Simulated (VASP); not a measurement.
# C (Fd-3m) in VASP: a series of runs, part 2 of 2

VASP 6.6.1.

## Step 3: Relaxation of cell and atoms, LDA

File INCAR:

```
SYSTEM = C
PREC = Accurate
ENCUT = 600
EDIFF = 1E-6
ISMEAR = -1
SIGMA = 0.02
LREAL = .FALSE.
LASPH = .TRUE.
NELM = 80
ALGO = Normal
ISIF = 3
LWAVE = .FALSE.
LCHARG = .FALSE.
GGA = CA
IBRION = 2
NSW = 80
EDIFFG = -0.005
```

File KPOINTS:

```
Automatic mesh
0
G
  12 12 12
  0 0 0
```

File POSCAR:

```
C
1.0
    0.0000000000      1.7857704569      1.7857704569
    1.7857704569      0.0000000000      1.7857704569
    1.7857704569      1.7857704569      0.0000000000
C
2
Direct
    0.0000000000      0.0000000000      0.0000000000
    0.2500000000      0.2500000000      0.2500000000
```

Potentials or basis: VASP PAW LDA potentials, release 64 (C).

Command:

```console
$ cat potpaw_LDA.64/C/POTCAR > POTCAR
$ mpirun -np 1 vasp_std > vasp.out
```

OUTCAR:

```text
SYSTEM = C
   PREC = Accurate
   ENCUT = 600
   EDIFF = 1E-6
   ISMEAR = -1
   LREAL = .FALSE.
   LASPH = .TRUE.
   NELM = 80
   ISIF = 3
   GGA = CA
   IBRION = 2
   NSW = 80
   EDIFFG = -0.005

 ion  position               nearest neighbor table
   1  0.000  0.000  0.000-   2 1.55   2 1.55   2 1.55   2 1.55
   2  0.250  0.250  0.250-   1 1.55   1 1.55   1 1.55   1 1.55

  LATTYP: Found a face centered cubic cell.
 ALAT       =     3.5715409138

  Lattice vectors:

 A1 = (   0.0000000000,   1.7857704569,   1.7857704569)
 A2 = (   1.7857704569,   0.0000000000,   1.7857704569)
 A3 = (   1.7857704569,   1.7857704569,   0.0000000000)

Analysis of symmetry for initial positions (statically):
=====================================================================
 Subroutine PRICEL returns:
 Original cell was already a primitive cell.

 Routine SETGRP: Setting up the symmetry group for a
 face centered cubic supercell.

 Subroutine GETGRP returns: Found 48 space group operations
 (whereof 24 operations were pure point group operations)
 out of a pool of 48 trial point group operations.

The static configuration has the point symmetry T_d .
 The point group associated with its full space group is O_h .

Analysis of symmetry for dynamics (positions and initial velocities):
=====================================================================
 Subroutine PRICEL returns:
 Original cell was already a primitive cell.

 Routine SETGRP: Setting up the symmetry group for a
 face centered cubic supercell.

 Subroutine GETGRP returns: Found 48 space group operations
 (whereof 24 operations were pure point group operations)
 out of a pool of 48 trial point group operations.

The dynamic configuration has the point symmetry T_d .
 The point group associated with its full space group is O_h .

 Subroutine INISYM returns: Found 48 space group operations
 (whereof 24 operations are pure point group operations),
 and found     1 'primitive' translations

----------------------------------------------------------------------------------------

                                     Primitive cell

  volume of cell :      11.3896

  direct lattice vectors                    reciprocal lattice vectors
     0.000000000  1.785770457  1.785770457    -0.279991193  0.279991193  0.279991193
     1.785770457  0.000000000  1.785770457     0.279991193 -0.279991193  0.279991193
     1.785770457  1.785770457  0.000000000     0.279991193  0.279991193 -0.279991193

  length of vectors
     2.525460799  2.525460799  2.525460799     0.484958971  0.484958971  0.484958971

  position of ions in fractional coordinates (direct lattice)
     0.000000000  0.000000000  0.000000000
     0.250000000  0.250000000  0.250000000

  ion indices of the primitive-cell ions
   primitive index   ion index
                 1           1
                 2           2

----------------------------------------------------------------------------------------

 KPOINTS: Automatic mesh

Automatic generation of k-mesh.
[... 27 lines left out ...]
  0.333333  0.000000  0.000000      8.000000
  0.416667  0.000000  0.000000      8.000000
[... 16 lines left out ...]
  0.500000  0.166667  0.000000     24.000000
 -0.416667  0.166667  0.000000     24.000000
 [... further k-points ...]
   k-points           NKPTS =     72   k-points in BZ     NKDIM =     72   number of bands    NBANDS=      8
   number of dos      NEDOS =    301   number of ions     NIONS =      2
   total plane-waves  NPLWV =   8000
   dimension x,y,z NGX =    20 NGY =   20 NGZ =   20
   dimension x,y,z NGXF=    40 NGYF=   40 NGZF=   40
   ions per type =               2
   NGX,Y,Z   is equivalent  to a cutoff of  13.17, 13.17, 13.17 a.u.
   NGXF,Y,Z  is equivalent  to a cutoff of  26.33, 26.33, 26.33 a.u.
 SYSTEM =  C
   PREC   = accura    normal or accurate (medium, high low for compatibility)
   ISTART =      0    job   : 0-new  1-cont  2-samecut
   ICHARG =      2    charge: 1-file 2-atom 10-const
   ISPIN  =      1    spin polarized calculation?
   LNONCOLLINEAR =      F non collinear calculations
   LSORBIT =      F    spin-orbit coupling
   LASPH  =      T    aspherical Exc in radial PAW
   ENCUT  =  600.0 eV  44.10 Ry    6.64 a.u.   5.04  5.04  5.04*2*pi/ulx,y,z
   NELM   =     80;   NELMIN=  2; NELMDL= -5     # of ELM steps
   EDIFF  = 0.1E-05   stopping-criterion for ELM
   LREAL  =      F    real-space projection
   EDIFFG = -.5E-02   stopping-criterion for IOM
   NSW    =     80    number of steps for IOM
   IBRION =      2    ionic relax: 0-MD 1-quasi-New 2-CG
   NFREE  =      1    steps in history (QN), initial steepest desc. (CG)
   ISIF   =      3    stress and relaxation
   ISYM   =      2    0-nonsym 1-usesym 2-fastsym
   POTIM  = 0.5000    time-step for ionic-motion
   TEBEG  =    0.0;   TEEND  =   0.0 temperature during run
   PSTRESS=    0.0 pullay stress
   NELECT =       8.0000    total number of electrons
   NUPDOWN=      -1.0000    fix difference up-down
   EMIN   =  10.00;   EMAX   =-10.00  energy-range for DOS
   EFERMI =   0.00;   METHOD = LEGACY
   ISMEAR =    -1;   SIGMA  =   0.02  broadening in eV -4-tet -1-fermi 0-gaus
   EFERMI_NEDOS =   21; number of points for ismear=-14 and -15
   IALGO  =     38    algorithm
   IMIX   =      4    mixing-type and parameters
     AMIX     =   0.40;   BMIX     =  1.00
     AMIX_MAG =   1.60;   BMIX_MAG =  1.00
  volume/ion in A,a.u.               =       5.69        38.43
  Fermi-wavevector in a.u.,A,eV,Ry     =   1.455244  2.750013 28.813541  2.117736
  Thomas-Fermi vector in A             =   2.572301
   LORBIT       =      0    0 simple, 1 ext, 2 COOP (PROOUT), +10 PAW based schemes
   GGA     = CA    functional components
   LHFCALC =     F    Hartree Fock is set to
   AEXX    =    0.0000 exact exchange contribution
   IVDW    =     0    specifies the selected vdW correction
   LEPSILON=     F    determine dielectric tensor
   LRPA    =     F    only Hartree local field effects (RPA)
 conjugate gradient relaxation of ions
 non-spin polarized calculation
  energy-cutoff  :      600.00
  volume of cell :       11.39
 maximum number of plane-waves:       392
   NGX =  9   NGY =  9   NGZ =  9

--------------------------------------- Ionic step        1  -------------------------------------------

 number of electron       7.9999999 magnetization

 Free energy of the ion-electron system (eV)
  ---------------------------------------------------
  ext. energy  EPLUGINS =         0.00000000
  ---------------------------------------------------
  free energy    TOTEN  =       -20.23794087 eV

  energy without entropy =      -20.23794087  energy(sigma->0) =      -20.23794087

------------------------ aborting loop because EDIFF is reached ----------------------------------------

  FORCE on cell =-STRESS in cart. coord.  units (eV):
  Direction    XX          YY          ZZ          XY          YZ          ZX
  --------------------------------------------------------------------------------------
  -------------------------------------------------------------------------------------
  Total       -0.9994231     -0.9994231     -0.9994231      0.0000000      0.0000000      0.0000000
  in kB     -140.5895577   -140.5895577   -140.5895577      0.0000000      0.0000000      0.0000000
  external PRESSURE =    -140.5895577 kB  Pullay stress =       0.0000000 kB
[... 59 lines left out ...]
--------------------------------------- Ionic step        3  -------------------------------------------

 number of electron       7.9999998 magnetization

 Free energy of the ion-electron system (eV)
  ---------------------------------------------------
  ext. energy  EPLUGINS =         0.00000000
  ---------------------------------------------------
  free energy    TOTEN  =       -20.25408474 eV

  energy without entropy =      -20.25408474  energy(sigma->0) =      -20.25408474

 E-fermi :  10.5089     XC(G=0): -13.6339

 val. band max:       10.1307939606   @ k =   0.0000   0.0000   0.0000
 cond. band min:      14.3234250533   @ k =   0.3333   0.3333   0.0000
 fundamental gap:      4.1926310927
 Fermi energy:        10.5088749975

 k-point     1 :       0.0000    0.0000    0.0000
  band No.  band energies     occupation
      1     -11.5591      2.00000
      2      10.1308      2.00000
      3      10.1308      2.00000
      4      10.1308      2.00000
      5      15.7517      0.00000
      6      15.7517      0.00000
      7      15.7517      0.00000
      8      24.3240      0.00000
[... 243 lines left out ...]
 k-point    24 :      -0.4167    0.1667    0.0000
  band No.  band energies     occupation
      1      -5.1757      2.00000
      2      -2.6344      2.00000
      3       4.5835      2.00000
      4       6.4567      2.00000
      5      17.7195      0.00000
      6      20.4561      0.00000
      7      21.7518      0.00000
      8      25.7052      0.00000

 [... further k-points ...]
[... 5 lines left out ...]
  --------------------------------------------------------------------------------------
  -------------------------------------------------------------------------------------
  Total       -0.0098058     -0.0098058     -0.0098058     -0.0000000      0.0000000     -0.0000000
  in kB       -1.4238350     -1.4238350     -1.4238350     -0.0000000      0.0000000     -0.0000000
  external PRESSURE =      -1.4238350 kB  Pullay stress =       0.0000000 kB
[... 17 lines left out ...]
  FREE ENERGIE OF THE ION-ELECTRON SYSTEM (eV)
  ---------------------------------------------------
  free  energy   TOTEN  =       -20.2540847367 eV

  energy  without entropy=      -20.2540847367  energy(sigma->0) =      -20.25408474

 reached required accuracy - stopping structural energy minimisation
```

Wall time 7.7 s (1 thread of Intel Xeon Platinum 8488C (Sapphire Rapids), shared host); peak memory 0.11 GiB.

Results:

| Quantity | Value |
| --- | --- |
| Free energy | -20.2541 eV |
| Relaxed volume | 5.52 Å³/atom |
| Relaxed cell | a = 2.499 Å, b = 2.499 Å, c = 2.499 Å, α = 60.00°, β = 60.00°, γ = 60.00° |
| Space group after relaxing (to 0.05 Å) | Fd-3m (No. 227) |
| Energy gained by relaxing | 8.1 meV/atom |
| Ionic steps | 3 |
| Pressure after relaxing | -0.1 GPa |
| Band gap on the k mesh | 4.19 eV, indirect (least direct gap 5.62 eV) |

Step by step:
| step | energy change (eV) | largest force (eV/Å) | pressure (GPa) | volume (Å³) |
| --- | --- | --- | --- | --- |
| 1 | 0.0000 | 0.0000 | -14.06 | 11.39 |
| 2 | 0.0117 | 0.0000 | 20.68 | 10.59 |
| 3 | -0.0161 | 0.0000 | -0.14 | 11.03 |

Final structure:
```xyz
2
Lattice="0.0000 1.7670 1.7670 1.7670 0.0000 1.7670 1.7670 1.7670 0.0000" Properties=species:S:1:pos:R:3 pbc="T T T"
C     0.0000    0.0000    0.0000
C     0.8835    0.8835    0.8835
```

A k mesh can miss the band edges. Expect the measured gap to be larger: semilocal functionals such as LDA lack the derivative discontinuity.
